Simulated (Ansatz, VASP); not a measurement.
**Two plane-wave programs on SnO**

```
Sn O
1.0
     3.10341    0.00000    0.00000
     0.00000    3.10341    0.00000
     0.00000    0.00000    3.10341
Sn O
1 1
Cartesian
  0.0000 0.0000 0.0000
  1.5517 1.5517 1.5517
```

Alike in both runs: task single point; functional r2SCAN; k mesh 6 × 6 × 6; occupations fermi-dirac, width 0.05 eV; no spin polarisation.

|  | VASP | Ansatz |
| --- | --- | --- |
| version | VASP 6.6.1 | Ansatz 0.2.0 |
| potentials or method | VASP PAW PBE potentials, release 64 (Sn_d, O) | plane waves |
| plane-wave cutoff (eV) | 520 | 500 |
| valence electrons in the cell | 20 | 20 |

|  | VASP | Ansatz | Ansatz less VASP |
| --- | --- | --- | --- |
| pressure (GPa) | 0.3 | 0.2 | -0.13 |

VASP's potentials were made for PBE, not for r2SCAN. The functional is the same, so the differences come from potentials, cutoffs and numerics.
